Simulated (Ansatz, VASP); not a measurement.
**Two plane-wave programs on Pt**

```
Pt
1.0
     0.00000    1.96994    1.96994
     1.96994    0.00000    1.96994
     1.96994    1.96994    0.00000
Pt
1
Direct
  0.00000 0.00000 0.00000
```

Alike in both runs: functional r2SCAN; k mesh 24 × 24 × 24; occupations gaussian, width 0.1 eV; no spin polarisation.

Ansatz relaxed the structure, and its values are those at the end. VASP's run is a single point on that final structure, the one shown.

```csv
,VASP,Ansatz
version,VASP 6.6.1,Ansatz 0.2.0
potentials or method,"VASP PAW PBE potentials, release 64 (Pt), cutoff 520 eV","scalar-relativistic, plane waves, PAW"
valence electrons in the cell,10,18
```

```tsv
	VASP	Ansatz	Ansatz less VASP
gap on the k mesh at the Fermi level (eV)	none	none	-
pressure (GPa)	0.7	0.0	-0.74
```

VASP's potentials were made for PBE, not for r2SCAN. A gap of «none» marks a metal or a gap that the smearing closes. VASP's potentials hold 10 valence electrons a cell and Ansatz's 18, so a difference there can come from the potentials and not from the codes.

Spin-orbit coupling is off throughout.
